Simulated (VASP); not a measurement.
# Si3N4 (P6_3/m) in VASP: notebook

Aim: see how the results for Si3N4 move with the level of theory and the settings. Levels: LDA, r2SCAN. Tasks: electric field gradients.

All numbers are computed with VASP 6.6.1; they aren't measurements. Logs are shortened: lines on timing, memory, paths and dates and some standing lists are left out, and cuts for length are marked.

## (1) The cell of the first run

The structure is hexagonal, space group P6_3/m (No. 176). Conventional cell: a = 7.602 Å, b = 7.602 Å, c = 2.906 Å, α = 90.00°, β = 90.00°, γ = 120.00°. Within 2.3 Å of Si (site symmetry m) lie 4 N at 1.73 to 1.74 Å. Within 2.3 Å of N (site symmetry m) lie 3 Si at 1.74 Å. Within 2.3 Å of N (site symmetry -6) lie 3 Si at 1.73 Å.

## (2) Electric field gradients, LDA

The input, INCAR:

```
SYSTEM = Si3N4
ALGO     = Normal         ! electronic algorithm
EDIFF    = 1E-8           ! SCF threshold, eV
ENCUT    = 520            ! plane-wave cutoff, eV
GGA      = CA             ! functional
ISIF     = 2              ! what is computed and relaxed
ISMEAR   = -1             ! smearing method
LASPH    = .TRUE.         ! aspherical terms in the spheres
LCHARG   = .FALSE.        ! write CHGCAR
LEFG     = .TRUE.       
LREAL    = .FALSE.        ! projectors in reciprocal space
LWAVE    = .FALSE.        ! write WAVECAR
NBANDS   = 45             ! bands
NELM     = 100            ! most SCF steps
PREC     = Accurate       ! precision mode
SIGMA    = 0.02           ! smearing width, eV
```

The input, KPOINTS:

```
k-points
0
G
  4 4 10
  0 0 0
```

The input, POSCAR:

```
Si3N4
1.0
    7.6020000000      0.0000000000      0.0000000000
   -3.8010000000      6.5835251196      0.0000000000
    0.0000000000      0.0000000000      2.9060000000
Si N
6 8
Direct
    0.7679629882      0.1740749981      0.2500000000
    0.5938879901      0.7679629882      0.7500000000
    0.8259250019      0.5938879901      0.2500000000
    0.2320370118      0.8259250019      0.7500000000
    0.4061120099      0.2320370118      0.2500000000
    0.1740749981      0.4061120099      0.7500000000
    0.0299534657      0.3298803251      0.2500000000
    0.7000731406      0.0299534657      0.7500000000
    0.6701196749      0.7000731406      0.2500000000
    0.9700465343      0.6701196749      0.7500000000
    0.2999268594      0.9700465343      0.2500000000
    0.3298803251      0.2999268594      0.7500000000
    0.6666666667      0.3333333333      0.2500000000
    0.3333333333      0.6666666667      0.7500000000
```

Potentials or basis: VASP PAW LDA potentials, release 64 (Si, N).

Command:

```console
$ cat potpaw_LDA.64/Si/POTCAR potpaw_LDA.64/N/POTCAR > POTCAR
$ mpirun -np 1 vasp_std > vasp.out
```

OUTCAR:

```text
SYSTEM = Si3N4
   EDIFF = 1E-8
   ENCUT = 520
   GGA = CA
   ISIF = 2
   ISMEAR = -1
   LASPH = .TRUE.
   LREAL = .FALSE.
   NELM = 100
   PREC = Accurate

 ion  position               nearest neighbor table
   1  0.768  0.174  0.250-  13 1.73   7 1.74   8 1.74   8 1.74   5 3.00   3 3.00   6 3.05   6 3.05
                             2 3.05   2 3.05
   2  0.594  0.768  0.750-  14 1.73   8 1.74   9 1.74   9 1.74   4 3.00   6 3.00   3 3.05   3 3.05
                             1 3.05   1 3.05
   3  0.826  0.594  0.250-  13 1.73   9 1.74  10 1.74  10 1.74   5 3.00   1 3.00   2 3.05   2 3.05
                             4 3.05   4 3.05
   4  0.232  0.826  0.750-  14 1.73  10 1.74  11 1.74  11 1.74   2 3.00   6 3.00   3 3.05   3 3.05
                             5 3.05   5 3.05
   5  0.406  0.232  0.250-  13 1.73  11 1.74  12 1.74  12 1.74   1 3.00   3 3.00   6 3.05   6 3.05
                             4 3.05   4 3.05
   6  0.174  0.406  0.750-  14 1.73  12 1.74   7 1.74   7 1.74   2 3.00   4 3.00   5 3.05   5 3.05
                             1 3.05   1 3.05
   7  0.030  0.330  0.250-   1 1.74   6 1.74   6 1.74
   8  0.700  0.030  0.750-   2 1.74   1 1.74   1 1.74
   9  0.670  0.700  0.250-   3 1.74   2 1.74   2 1.74
  10  0.970  0.670  0.750-   4 1.74   3 1.74   3 1.74
  11  0.300  0.970  0.250-   5 1.74   4 1.74   4 1.74
  12  0.330  0.300  0.750-   6 1.74   5 1.74   5 1.74
  13  0.667  0.333  0.250-   1 1.73   3 1.73   5 1.73
  14  0.333  0.667  0.750-   4 1.73   6 1.73   2 1.73

  LATTYP: Found a hexagonal cell.
 ALAT       =     7.6020000000
 C/A-ratio  =     0.3822678243

  Lattice vectors:

 A1 = (   7.6020000000,   0.0000000000,   0.0000000000)
 A2 = (  -3.8010000000,   6.5835251196,   0.0000000000)
 A3 = (   0.0000000000,   0.0000000000,   2.9060000000)

Analysis of symmetry for initial positions (statically):
=====================================================================
 Subroutine PRICEL returns:
 Original cell was already a primitive cell.

 Routine SETGRP: Setting up the symmetry group for a
 hexagonal supercell.

 Subroutine GETGRP returns: Found 12 space group operations
 (whereof  6 operations were pure point group operations)
 out of a pool of 24 trial point group operations.

The static configuration has the point symmetry S_6 .
 The point group associated with its full space group is C_6h.

Analysis of symmetry for dynamics (positions and initial velocities):
=====================================================================
[... 1340 lines left out ...]
      1.59571      5.05590      2.17950        -0.032729     -0.011442     -0.000000
      4.02131      3.90988      0.72650        -0.006456     -0.034065     -0.000000
     -1.37540      5.43750      2.17950         0.026273     -0.022623     -0.000000
      2.20529      1.52762      0.72650         0.032729      0.011442     -0.000000
     -0.22031      2.67365      2.17950         0.006456      0.034065     -0.000000
     -1.02617      2.17178      0.72650        -0.000697      0.022294      0.000000
      5.20810      0.19720      2.17950        -0.019656      0.010543     -0.000000
      2.43327      4.60895      0.72650        -0.018959     -0.011751      0.000000
      4.82717      4.41175      2.17950         0.000697     -0.022294     -0.000000
     -1.40710      6.38633      0.72650         0.019656     -0.010543      0.000000
      1.36773      1.97458      2.17950         0.018959      0.011751     -0.000000
      3.80100      2.19451      0.72650         0.000000     -0.000000      0.000000
     -0.00000      4.38902      2.17950         0.000000     -0.000000     -0.000000
 -----------------------------------------------------------------------------------
    total drift:                                0.000000     -0.000000      0.000000

  FREE ENERGIE OF THE ION-ELECTRON SYSTEM (eV)
  ---------------------------------------------------
  free  energy   TOTEN  =      -126.5251402689 eV

  energy  without entropy=     -126.5251402689  energy(sigma->0) =     -126.52514027

 Electric field gradients (V/A^2)
---------------------------------------------------------------------
 ion       V_xx      V_yy      V_zz      V_xy      V_xz      V_yz
---------------------------------------------------------------------
   1      -0.282     4.107    -3.824     7.384    -0.000    -0.000
   2      -3.385     7.209    -3.824    -5.592     0.000    -0.000
   3       9.404    -5.580    -3.824    -1.791     0.000     0.000
   4      -0.282     4.107    -3.824     7.384     0.000     0.000
   5      -3.385     7.209    -3.824    -5.592    -0.000     0.000
   6       9.404    -5.580    -3.824    -1.791     0.000     0.000
   7       2.199   -26.733    24.534    28.651     0.000    -0.000
   8     -44.312    19.779    24.533    -1.796    -0.000    -0.000
   9       5.312   -29.845    24.533   -26.853     0.000    -0.000
  10       2.199   -26.733    24.534    28.651     0.000     0.000
  11     -44.312    19.779    24.533    -1.796     0.000     0.000
  12       5.312   -29.845    24.533   -26.853     0.000    -0.000
  13      21.868    21.869   -43.737     0.000     0.000    -0.000
  14      21.868    21.869   -43.737     0.000     0.000     0.000
---------------------------------------------------------------------

 Electric field gradients after diagonalization (V/A^2)
 (convention: |V_zz| > |V_xx| > |V_yy|)
----------------------------------------------------------------------
 ion       V_xx      V_yy      V_zz     asymmetry (V_yy - V_xx)/ V_zz
----------------------------------------------------------------------
   1      -5.791    -3.824     9.615       0.205
   2      -5.791    -3.824     9.615       0.205
   3      -5.791    -3.824     9.615       0.205
   4      -5.791    -3.824     9.615       0.205
   5      -5.791    -3.824     9.615       0.205
   6      -5.791    -3.824     9.615       0.205
   7      24.534    19.829   -44.362       0.106
   8      24.533    19.829   -44.362       0.106
   9      24.533    19.828   -44.362       0.106
  10      24.534    19.829   -44.362       0.106
  11      24.533    19.829   -44.362       0.106
  12      24.533    19.828   -44.362       0.106
  13      21.869    21.868   -43.737       0.000
  14      21.869    21.868   -43.737       0.000
----------------------------------------------------------------------

           NMR quadrupolar parameters

 Cq : quadrupolar parameter    Cq=e*Q*V_zz/h
 eta: asymmetry parameters     (V_yy - V_xx)/ V_zz
 Q  : nuclear electric quadrupole moment in mb (millibarn)
----------------------------------------------------------------------
 ion       Cq(MHz)       eta       Q (mb)
----------------------------------------------------------------------
   1       0.023       0.205       1.000
   2       0.023       0.205       1.000
   3       0.023       0.205       1.000
   4       0.023       0.205       1.000
   5       0.023       0.205       1.000
   6       0.023       0.205       1.000
   7      -0.107       0.106       1.000
   8      -0.107       0.106       1.000
   9      -0.107       0.106       1.000
  10      -0.107       0.106       1.000
  11      -0.107       0.106       1.000
  12      -0.107       0.106       1.000
  13      -0.106       0.000       1.000
  14      -0.106       0.000       1.000
----------------------------------------------------------------------
```

Run time: 72 s. Hardware: 1 thread of Intel Xeon 6975P-C (Granite Rapids), shared host; peak memory 0.28 GiB.

Results:

| Item | Value |
| --- | --- |
| Free energy | -126.5251 eV |
| Pressure | -2.8 GPa |
| Largest force | 0.035 eV/Å |
| Band gap on the k mesh | 4.14 eV (least direct gap 4.34 eV) |
| Largest electric field gradient by atom | Si +9.6; N -44.4, -43.7 (each value once) V/Å² |

Forces on the atoms (eV/Å):
```
Si  -0.026  0.023  0.000
Si  -0.033 -0.011  0.000
Si  -0.006 -0.034  0.000
Si   0.026 -0.023  0.000
Si   0.033  0.011  0.000
Si   0.006  0.034  0.000
N   -0.001  0.022  0.000
N   -0.020  0.011  0.000
N   -0.019 -0.012  0.000
N    0.001 -0.022  0.000
N    0.020 -0.011  0.000
N    0.019  0.012  0.000
N    0.000  0.000  0.000
N    0.000  0.000  0.000
```

Stress tensor (GPa, compression positive):
```
-2.55  0.00  0.00
 0.00 -2.55  0.00
 0.00  0.00 -3.20
```

Levels at points of the mesh, in eV from the valence-band top:
```
           k point  band 30  band 31  band 32  band 33  band 34  band 35
(0.00, 0.00, 0.00)    -0.47    -0.38    -0.20     4.14     4.62     4.76
(0.50, 0.00, 0.00)    -0.78    -0.33    -0.26     4.47     4.56     4.71
(0.00, 0.00, 0.50)    -1.65    -1.38    -1.38     4.54     4.54     4.54
(0.50, 0.00, 0.50)    -1.52    -1.07    -1.07     4.64     4.64     5.68
```

Electric field gradients, principal values (V/Å²):
```csv
atom,least,middle,greatest (by size)
1 Si,-3.824,-5.791,9.615
2 Si,-3.824,-5.791,9.615
3 Si,-3.824,-5.791,9.615
4 Si,-3.824,-5.791,9.615
5 Si,-3.824,-5.791,9.615
6 Si,-3.824,-5.791,9.615
7 N,19.829,24.534,-44.362
8 N,19.829,24.533,-44.362
9 N,19.828,24.533,-44.362
10 N,19.829,24.534,-44.362
11 N,19.829,24.533,-44.362
12 N,19.828,24.533,-44.362
13 N,21.868,21.869,-43.737
14 N,21.868,21.869,-43.737
```

Caveat: without QUAD_EFG the Cq values of the log hold for a quadrupole moment of 1 mb, not for the nuclei.

## (3) Electric field gradients, r2SCAN

POSCAR is that of step 2.

The input, INCAR.step1:

```
SYSTEM = Si3N4
PREC = Accurate ; ENCUT = 520
ISMEAR = -1 ; SIGMA = 0.02
LREAL = .False. ; LASPH = .True.
NELM = 60 ; NBANDS = 45
GGA = PE ; ALGO = Normal
EDIFF = 1E-4 ; LWAVE = .True.
LCHARG = .False.
```

The input, INCAR.step2:

```
SYSTEM = Si3N4
PREC = Accurate ; ENCUT = 520
EDIFF = 1E-8 ; ISMEAR = -1
SIGMA = 0.02 ; LREAL = .False.
LASPH = .True. ; NELM = 60
ALGO = Normal ; ISIF = 2
LWAVE = .False. ; LCHARG = .False.
METAGGA = R2SCAN ; LMIXTAU = .True.
LEFG = .True. ; NBANDS = 45
ISTART = 1
```

The input, KPOINTS:

```
Automatic mesh
0
Gamma
  4 4 10
  0 0 0
```

Potentials or basis: VASP PAW PBE potentials, release 64 (Si, N).

Command:

```console
$ cat potpaw_PBE.64/Si/POTCAR potpaw_PBE.64/N/POTCAR > POTCAR
$ cp INCAR.step1 INCAR
$ mpirun -np 1 vasp_std > vasp.out
$ cp INCAR.step2 INCAR
$ mpirun -np 1 vasp_std > vasp.out
```

OUTCAR:

```text
SYSTEM = Si3N4
   PREC = Accurate
   ENCUT = 520
   EDIFF = 1E-8
   ISMEAR = -1
   LREAL = .False.
   LASPH = .True.
   NELM = 60
   ISIF = 2
   METAGGA = R2SCAN
   ISTART = 1

 ion  position               nearest neighbor table
   1  0.768  0.174  0.250-  13 1.73   7 1.74   8 1.74   8 1.74   5 3.00   3 3.00   6 3.05   6 3.05
                             2 3.05   2 3.05
   2  0.594  0.768  0.750-  14 1.73   8 1.74   9 1.74   9 1.74   4 3.00   6 3.00   3 3.05   3 3.05
                             1 3.05   1 3.05
   3  0.826  0.594  0.250-  13 1.73   9 1.74  10 1.74  10 1.74   5 3.00   1 3.00   2 3.05   2 3.05
                             4 3.05   4 3.05
   4  0.232  0.826  0.750-  14 1.73  10 1.74  11 1.74  11 1.74   2 3.00   6 3.00   3 3.05   3 3.05
                             5 3.05   5 3.05
   5  0.406  0.232  0.250-  13 1.73  11 1.74  12 1.74  12 1.74   1 3.00   3 3.00   6 3.05   6 3.05
                             4 3.05   4 3.05
   6  0.174  0.406  0.750-  14 1.73  12 1.74   7 1.74   7 1.74   2 3.00   4 3.00   5 3.05   5 3.05
                             1 3.05   1 3.05
   7  0.030  0.330  0.250-   1 1.74   6 1.74   6 1.74
   8  0.700  0.030  0.750-   2 1.74   1 1.74   1 1.74
   9  0.670  0.700  0.250-   3 1.74   2 1.74   2 1.74
  10  0.970  0.670  0.750-   4 1.74   3 1.74   3 1.74
  11  0.300  0.970  0.250-   5 1.74   4 1.74   4 1.74
  12  0.330  0.300  0.750-   6 1.74   5 1.74   5 1.74
  13  0.667  0.333  0.250-   1 1.73   3 1.73   5 1.73
  14  0.333  0.667  0.750-   4 1.73   6 1.73   2 1.73

  LATTYP: Found a hexagonal cell.
 ALAT       =     7.6020000000
 C/A-ratio  =     0.3822678243

  Lattice vectors:

 A1 = (   7.6020000000,   0.0000000000,   0.0000000000)
 A2 = (  -3.8010000000,   6.5835251196,   0.0000000000)
 A3 = (   0.0000000000,   0.0000000000,   2.9060000000)

Analysis of symmetry for initial positions (statically):
=====================================================================
 Subroutine PRICEL returns:
 Original cell was already a primitive cell.

 Routine SETGRP: Setting up the symmetry group for a
 hexagonal supercell.

[... 1362 lines left out ...]
 -----------------------------------------------------------------------------------
    total drift:                                0.000000      0.000000      0.000000

  FREE ENERGIE OF THE ION-ELECTRON SYSTEM (eV)
  ---------------------------------------------------
  free  energy   TOTEN  =      -144.1635937458 eV

  energy  without entropy=     -144.1635937458  energy(sigma->0) =     -144.16359375

 Electric field gradients (V/A^2)
---------------------------------------------------------------------
 ion       V_xx      V_yy      V_zz      V_xy      V_xz      V_yz
---------------------------------------------------------------------
   1       0.163     3.822    -3.985     7.380    -0.000     0.000
   2      -3.484     7.469    -3.985    -5.275     0.000    -0.000
   3       9.299    -5.314    -3.985    -2.106     0.000     0.000
   4       0.163     3.822    -3.985     7.380     0.000     0.000
   5      -3.484     7.469    -3.985    -5.275    -0.000     0.000
   6       9.299    -5.314    -3.985    -2.106     0.000    -0.000
   7       1.743   -27.264    25.521    29.985     0.000    -0.000
   8     -45.979    20.459    25.520    -2.433    -0.000    -0.000
   9       5.956   -31.476    25.520   -27.553     0.000    -0.000
  10       1.743   -27.264    25.521    29.985    -0.000     0.000
  11     -45.979    20.459    25.520    -2.433     0.000     0.000
  12       5.956   -31.476    25.520   -27.553     0.000    -0.000
  13      23.187    23.188   -46.375     0.001    -0.000    -0.000
  14      23.187    23.188   -46.375     0.001     0.000     0.000
---------------------------------------------------------------------

 Electric field gradients after diagonalization (V/A^2)
 (convention: |V_zz| > |V_xx| > |V_yy|)
----------------------------------------------------------------------
 ion       V_xx      V_yy      V_zz     asymmetry (V_yy - V_xx)/ V_zz
----------------------------------------------------------------------
   1      -5.611    -3.985     9.596       0.169
   2      -5.611    -3.985     9.596       0.169
   3      -5.611    -3.985     9.596       0.169
   4      -5.611    -3.985     9.596       0.169
   5      -5.611    -3.985     9.596       0.169
   6      -5.611    -3.985     9.596       0.169
   7      25.521    20.548   -46.069       0.108
   8      25.520    20.548   -46.068       0.108
   9      25.520    20.548   -46.068       0.108
  10      25.521    20.548   -46.069       0.108
  11      25.520    20.548   -46.068       0.108
  12      25.520    20.548   -46.068       0.108
  13      23.188    23.187   -46.375       0.000
  14      23.188    23.187   -46.375       0.000
----------------------------------------------------------------------

           NMR quadrupolar parameters

 Cq : quadrupolar parameter    Cq=e*Q*V_zz/h
 eta: asymmetry parameters     (V_yy - V_xx)/ V_zz
 Q  : nuclear electric quadrupole moment in mb (millibarn)
----------------------------------------------------------------------
 ion       Cq(MHz)       eta       Q (mb)
----------------------------------------------------------------------
   1       0.023       0.169       1.000
   2       0.023       0.169       1.000
   3       0.023       0.169       1.000
   4       0.023       0.169       1.000
   5       0.023       0.169       1.000
   6       0.023       0.169       1.000
   7      -0.111       0.108       1.000
   8      -0.111       0.108       1.000
   9      -0.111       0.108       1.000
  10      -0.111       0.108       1.000
  11      -0.111       0.108       1.000
  12      -0.111       0.108       1.000
  13      -0.112       0.000       1.000
  14      -0.112       0.000       1.000
----------------------------------------------------------------------
```

OSZICAR.step1:

```text
N       E                     dE             d eps       ncg     rms          rms(c)
DAV:   1     0.285047486059E+03    0.28505E+03   -0.31796E+04  2160   0.132E+03
DAV:   2    -0.107675961446E+03   -0.39272E+03   -0.37229E+03  2743   0.280E+02
DAV:   3    -0.130924743697E+03   -0.23249E+02   -0.23087E+02  2728   0.713E+01
DAV:   4    -0.131289644784E+03   -0.36490E+00   -0.36375E+00  2736   0.964E+00
DAV:   5    -0.131298828247E+03   -0.91835E-02   -0.91736E-02  2651   0.145E+00    0.296E+01
DAV:   6    -0.114627551660E+03    0.16671E+02   -0.58687E+01  2611   0.308E+01    0.132E+01
DAV:   7    -0.114533407018E+03    0.94145E-01   -0.30809E+00  2752   0.726E+00    0.631E+00
DAV:   8    -0.114486850671E+03    0.46556E-01   -0.17033E-01  2619   0.200E+00    0.217E+00
DAV:   9    -0.114486064659E+03    0.78601E-03   -0.38745E-02  2728   0.102E+00    0.309E-01
DAV:  10    -0.114487974047E+03   -0.19094E-02   -0.38545E-03  2480   0.274E-01    0.175E-01
DAV:  11    -0.114488700467E+03   -0.72642E-03   -0.93888E-04  2464   0.157E-01    0.279E-02
DAV:  12    -0.114488736884E+03   -0.36417E-04   -0.47860E-05  1904   0.398E-02
   1 F= -.11448874E+03 E0= -.11448874E+03  d E =-.142540E-11
```

Run time: 5 min. Hardware: 1 thread of Intel Xeon 6975P-C (Granite Rapids), shared host; peak memory 0.37 GiB.

What came out:

- Free energy: -144.1636 eV
- Pressure: -0.1 GPa
- Largest force: 0.039 eV/Å
- Band gap on the k mesh: 4.99 eV (least direct gap 5.19 eV)
- Largest electric field gradient by atom: Si +9.6; N -46.1, -46.4 (each value once) V/Å²

Forces on the atoms (eV/Å):
```
Si   0.019  0.033  0.000
Si  -0.019  0.033  0.000
Si  -0.039  0.000  0.000
Si  -0.019 -0.033  0.000
Si   0.019 -0.033  0.000
Si   0.039  0.000  0.000
N    0.027  0.015  0.000
N    0.000  0.031  0.000
N   -0.026  0.015  0.000
N   -0.027 -0.015  0.000
N    0.000 -0.031  0.000
N    0.026 -0.015  0.000
N    0.000  0.000  0.000
N    0.000  0.000  0.000
```

Stress tensor (GPa, compression positive):
```
 0.00  0.00  0.00
 0.00  0.00  0.00
 0.00  0.00 -0.37
```

Electric field gradients, principal values (V/Å²):
| atom | least | middle | greatest (by size) |
| --- | --- | --- | --- |
| 1 Si | -3.985 | -5.611 | 9.596 |
| 2 Si | -3.985 | -5.611 | 9.596 |
| 3 Si | -3.985 | -5.611 | 9.596 |
| 4 Si | -3.985 | -5.611 | 9.596 |
| 5 Si | -3.985 | -5.611 | 9.596 |
| 6 Si | -3.985 | -5.611 | 9.596 |
| 7 N | 20.548 | 25.521 | -46.069 |
| 8 N | 20.548 | 25.520 | -46.068 |
| 9 N | 20.548 | 25.520 | -46.068 |
| 10 N | 20.548 | 25.521 | -46.069 |
| 11 N | 20.548 | 25.520 | -46.068 |
| 12 N | 20.548 | 25.520 | -46.068 |
| 13 N | 23.187 | 23.188 | -46.375 |
| 14 N | 23.187 | 23.188 | -46.375 |

Caveat: without QUAD_EFG the Cq values of the log hold for a quadrupole moment of 1 mb, not for the nuclei; the PAW data sets were made with another functional, which shifts forces and pressure a little. A k mesh can miss the band edges.
